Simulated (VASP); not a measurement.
## N: single point with PBEsol

N:

```
N
1.0
    -1.19913    1.19913    1.19913
     1.19913   -1.19913    1.19913
     1.19913    1.19913   -1.19913
N
1
Direct
  0.00000 0.00000 0.00000
```

| Quantity | Value |
| --- | --- |
| Program | VASP 6.6.1 |
| Task | single point |
| Functional | PBEsol |
| Potentials or basis | VASP PAW PBE potentials, release 64 (N) |
| Cutoff | 520 eV |
| k mesh | 18 × 18 × 18 |
| Occupations | fermi-dirac, width 0.136057 eV |
| Spin | no spin polarisation |

- Pressure: -0.9 GPa
- Band gap on the k mesh: zero (an odd number of electrons rules out a gap without spin polarisation)

Levels at points of the mesh, in eV from the Fermi level:
```tsv
k point	band 1	band 2	band 3	band 4	band 5	band 6	band 7	band 8
(0.00, 0.00, 0.00)	-21.12	4.73	4.73	4.73	26.16	34.68	34.68	34.68
(0.50, 0.00, 0.00)	-12.88	-8.69	1.44	3.96	20.11	24.62	30.46	37.42
(0.50, 0.50, 0.50)	-7.38	-2.98	-2.98	-2.98	14.06	14.06	39.90	39.90
```

Run time: 9.7 s on 1 thread of AMD EPYC 7R13, with other jobs on the host, peak memory 0.08 GiB.

Caveat: the PAW data sets were made with another functional, which shifts forces and pressure a little.
